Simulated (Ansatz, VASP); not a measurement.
**CdS: VASP beside Ansatz**

Contents of INCAR:

```
SYSTEM = CdS
ALGO = Normal ; EDIFF = 1E-7
ENCUT = 520 ; GGA = CA
ISIF = 2 ; ISMEAR = -1
LASPH = .True. ; LCHARG = .True.
LELF = .True. ; LREAL = .False.
LVHAR = .True. ; LWAVE = .False.
NBANDS = 16 ; NELM = 60
PREC = Accurate ; SIGMA = 0.08
```

The input KPOINTS:

```
k-points
0
Gamma
  11 11 11
  0 0 0
```

Contents of POSCAR:

```
CdS
1.0
    0.0000000000      2.4805447714      2.4805447714
    2.4805447714      0.0000000000      2.4805447714
    2.4805447714      2.4805447714      0.0000000000
Cd S
1 1
Direct
    0.0000000000      0.0000000000      0.0000000000
    0.2500000000      0.2500000000      0.2500000000
```

Input for Ansatz:

```yaml
crystal:
  lattice:
    - [0.0, 2.4805447714, 2.4805447714]
    - [2.4805447714, 0.0, 2.4805447714]
    - [2.4805447714, 2.4805447714, 0.0]
  atoms:
    - { symbol: Cd, position: [0.0, 0.0, 0.0] }
    - { symbol: S, position: [0.25, 0.25, 0.25] }
kpoints:
  mp_grid: { grid: [11, 11, 11] }
scf:
  occupations: { method: fermi_dirac, width: 0.08 }
hamiltonian:
  xc: lda
  pseudopotentials: { kind: paw }
output:
  forces: true
  stress: true
  eigenvalues: true
  populations: true
```

Change from the starting cell: volume scaled by 0.64, PAW files.

Alike in both runs: task single point; functional LDA; k mesh 11 × 11 × 11; occupations fermi-dirac, width 0.08 eV; no spin polarisation.

|  | VASP | Ansatz |
| --- | --- | --- |
| version | VASP 6.6.1 | Ansatz 0.2.0 |
| potentials or method | VASP PAW LDA potentials, release 64 (Cd, S) | PAW with Ansatz's default frozen-core files, scalar-relativistic |
| plane-wave cutoff (eV) | 520 | 420 |
| valence electrons in the cell | 18 | 26 |

Ansatz gave:

```
pressure (GPa) : 84.2
```

Problem. What did VASP give for the same quantities?

Solution. Pressure (GPa): 87.5.

LDA's correlation is that of Perdew and Zunger in VASP and of Perdew and Wang (1992) in Ansatz. Both programs put the cell under a high pressure, so it lies far from rest at this level. VASP's potentials hold 18 valence electrons a cell and Ansatz's 26, so a difference there can come from the potentials and not from the codes.

Noted on VASP's run: the cell as given lies far from equilibrium.
